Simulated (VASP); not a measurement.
A run of VASP 6.6.1:

File INCAR:

```
SYSTEM = BN
ALGO = Normal
EDIFF = 1E-6
ENCUT = 520
GGA = PE
ISIF = 2
ISMEAR = -1
LASPH = .TRUE.
LCHARG = .FALSE.
LREAL = Auto
LWAVE = .FALSE.
NBANDS = 96
NELM = 100
PREC = Accurate
SIGMA = 0.01
```

The input KPOINTS:

```
Automatic mesh
0
Gamma
  1 1 1
  0.25 0.25 0.25
```

Contents of POSCAR:

```
BN
1.0
    7.4650312800      0.0000000000      0.0000000000
   -3.7325156400      6.4649067300      0.0000000000
    0.0000000000      0.0000000000      6.4954828800
B N
18 18
Direct
    0.1111984659      0.2221348674      0.2500000000
    0.2221348674      0.1111984659      0.7500000000
    0.1111984659      0.5554682008      0.2500000000
    0.2221348674      0.4445317992      0.7500000000
    0.1111984659      0.8888015341      0.2500000000
    0.2221348674      0.7778651326      0.7500000000
    0.4445317992      0.2221348674      0.2500000000
    0.5554682008      0.1111984659      0.7500000000
    0.4445317992      0.5554682008      0.2500000000
    0.5554682008      0.4445317992      0.7500000000
    0.4445317992      0.8888015341      0.2500000000
    0.5554682008      0.7778651326      0.7500000000
    0.7778651326      0.2221348674      0.2500000000
    0.8888015341      0.1111984659      0.7500000000
    0.7778651326      0.5554682008      0.2500000000
    0.8888015341      0.4445317992      0.7500000000
    0.7778651326      0.8888015341      0.2500000000
    0.8888015341      0.7778651326      0.7500000000
    0.1114052887      0.2219280446      0.7500000000
    0.2219280446      0.1114052887      0.2500000000
    0.1114052887      0.5552613779      0.7500000000
    0.2219280446      0.4447386221      0.2500000000
    0.1114052887      0.8885947113      0.7500000000
    0.2219280446      0.7780719554      0.2500000000
    0.4447386221      0.2219280446      0.7500000000
    0.5552613779      0.1114052887      0.2500000000
    0.4447386221      0.5552613779      0.7500000000
    0.5552613779      0.4447386221      0.2500000000
    0.4447386221      0.8885947113      0.7500000000
    0.5552613779      0.7780719554      0.2500000000
    0.7780719554      0.2219280446      0.7500000000
    0.8885947113      0.1114052887      0.2500000000
    0.7780719554      0.5552613779      0.7500000000
    0.8885947113      0.4447386221      0.2500000000
    0.7780719554      0.8885947113      0.7500000000
    0.8885947113      0.7780719554      0.2500000000
```

Potentials or basis: VASP PAW PBE potentials, release 64 (B, N).

Launch:

```sh
$ cat potpaw_PBE.64/B/POTCAR potpaw_PBE.64/N/POTCAR > POTCAR
$ mpirun -np 1 vasp_std > vasp.out
```

Hardware: 1 thread of Intel(R) Xeon(R) Platinum 8259CL CPU @ 2.50GHz (Skylake/Cascade Lake), with other jobs on the host.

Q: Estimate the wall time of this run.

A: Wall time 2 min on 1 thread of Intel(R) Xeon(R) Platinum 8259CL CPU @ 2.50GHz (Skylake/Cascade Lake) (shared host), peak memory 0.37 GiB. Counts: scf iterations 14, k points 2.
